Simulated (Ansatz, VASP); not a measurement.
## Si2Mo in VASP and in Ansatz

INCAR

```
ALGO = Normal
EDIFF = 1E-6
ENCUT = 520
GGA = PE
ISIF = 2
ISMEAR = -1
LASPH = T
LCHARG = T
LELF = T
LREAL = F
LVHAR = T
LWAVE = F
NBANDS = 18
NELM = 100
PREC = Accurate
SIGMA = 0.15
```

The input KPOINTS:

```
k-points
0
Gamma
  13 13 13
```

POSCAR

```
Si2Mo
1.0
   -1.5783757276      1.5783757276      3.8773786233
    1.5783757276     -1.5783757276      3.8773786233
    1.5783757276      1.5783757276     -3.8773786233
Si Mo
2 1
Direct
    0.3330000000      0.3330000000      0.0000000000
    0.6670000000      0.6670000000      0.0000000000
    0.0000000000      0.0000000000      0.0000000000
```

Input for Ansatz:

```yaml
crystal:
  lattice:
    - [-1.578375727571501, 1.578375727571501, 3.8773786232623646]
    - [1.578375727571501, -1.578375727571501, 3.8773786232623646]
    - [1.578375727571501, 1.578375727571501, -3.8773786232623646]
  atoms:
    - { symbol: Si, position: [0.333, 0.333, 0.0] }
    - { symbol: Si, position: [0.667, 0.667, 0.0] }
    - { symbol: Mo, position: [0.0, 0.0, 0.0] }
basis:
  ecutwfc: 557.833418042754
kpoints:
  mp_grid:
    grid: [13, 13, 13]
scf:
  occupations:
    method: fermi_dirac
    width: 0.15
output:
  stress: true
```

Alike in both runs: task single point; functional PBE; k mesh 13 × 13 × 13; occupations fermi-dirac, width 0.15 eV; no spin polarisation.

```csv
,VASP,Ansatz
version,VASP 6.6.1,Ansatz 0.2.0
potentials or method,"VASP PAW PBE potentials, release 64 (Si, Mo_sv), cutoff 520 eV","plane waves, PAW"
valence electrons in the cell,22,22
```

VASP gave:

* pressure (GPa): 12.3
* traceless stress, the component that is largest in VASP (GPa): 0.20

What did Ansatz give for the same quantities?

Pressure (GPa): 12.1; traceless stress, the component that is largest in VASP (GPa): 0.20.

With one functional, cell and mesh, what is left measures potentials, basis and numerics.
